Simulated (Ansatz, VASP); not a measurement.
**Two plane-wave programs on SnP2**

```
Sn P
1.0
     4.24509    0.00000    0.00000
    -2.12255    3.67636    0.00000
     0.00000    0.00000    3.81354
Sn P
1 2
Direct
  0.00000 0.00000 0.00000
  0.33333 0.66667 0.50000
  0.66667 0.33333 0.50000
```

Alike in both runs: functional r2SCAN; k mesh 12 × 12 × 12; occupations gaussian, width 0.1 eV; no spin polarisation.

Ansatz relaxed the structure, and its values are those at the end. VASP's run is a single point on that final structure, the one shown.

|  | VASP | Ansatz |
| --- | --- | --- |
| version | VASP 6.6.1 | Ansatz 0.2.0 |
| potentials or method | VASP PAW PBE potentials, release 64 (Sn_d, P), cutoff 520 eV | scalar-relativistic, plane waves, PAW |
| valence electrons in the cell | 24 | 24 |

```csv
,VASP,Ansatz,Ansatz less VASP
gap on the k mesh at the Fermi level (eV),none,none,-
pressure (GPa),0.0,0.0,+0.01
```

VASP's potentials were made for PBE, not for r2SCAN. A gap of «none» marks a metal or a gap that the smearing closes.
